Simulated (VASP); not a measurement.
Runs of VASP 6.6.1 on C. The structure is that of space group Fd-3m (No. 227), or close to it. The cells are those of the table. 

```tsv
cell	gap on the mesh (eV)	pressure (GPa)
a = 2.371, b = 2.371, c = 2.421 Å, angles 59.3, 59.3, 61.4°, 2 atoms	(a)	100.9
a = 2.421 Å, angles 60.0°, 2 atoms	4.44	(c)
a = 2.674, b = 2.674, c = 2.724 Å, angles 59.4, 59.4, 61.2°, 2 atoms	2.91	-57.0
a = 2.724 Å, angles 60.0°, 2 atoms	3.65	(b)
a = 2.524, b = 2.524, c = 2.421 Å, angles 61.3, 61.3, 57.3°, 2 atoms	3.22	22.9
```

Alike in all rows: task single point; level PBE; potentials or basis VASP PAW PBE potentials, release 64 (C); no spin polarisation; k mesh 12 × 12 × 12; cutoff (eV) 520; smearing gaussian 0.05 eV.

Problem. Fill in the values left out.

Solution. (a) 3.35; (b) -63.7; (c) 70.2.

A k mesh can miss the band edges.
